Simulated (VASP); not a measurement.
Input of a VASP 6.6.1 run:

INCAR

```
SYSTEM = Ga
  PREC = Accurate
  ENCUT = 520
  EDIFF = 1E-7
  ISMEAR = -1
  SIGMA = 0.06122561905347299
  LREAL = .FALSE.
  LASPH = .TRUE.
  NELM = 60
  ALGO = Normal
  ISIF = 2
  LWAVE = .FALSE.
  LCHARG = .FALSE.
  GGA = PE
  NBANDS = 12
```

KPOINTS

```
regular mesh
0
G
  20 20 20
  0 0 0
```

The input POSCAR:

```
Ga
1.0
    2.7019243985      0.0000000000      0.0000000000
    0.0000000000      2.7019243985      0.0000000000
    0.0000000000      0.0000000000      2.7019243985
Ga
1
Direct
    0.0000000000      0.0000000000      0.0000000000
```

Potentials or basis: VASP PAW PBE potentials, release 64 (Ga_d).

Command:

```bash
$ cat potpaw_PBE.64/Ga_d/POTCAR > POTCAR
$ mpirun -np 1 vasp_std > vasp.out
```

Question: Estimate the pressure.

Answer: 0.9 GPa.

Question: Predict the band gap on the k mesh.

Answer: Zero (an odd number of electrons rules out a gap without spin polarisation).
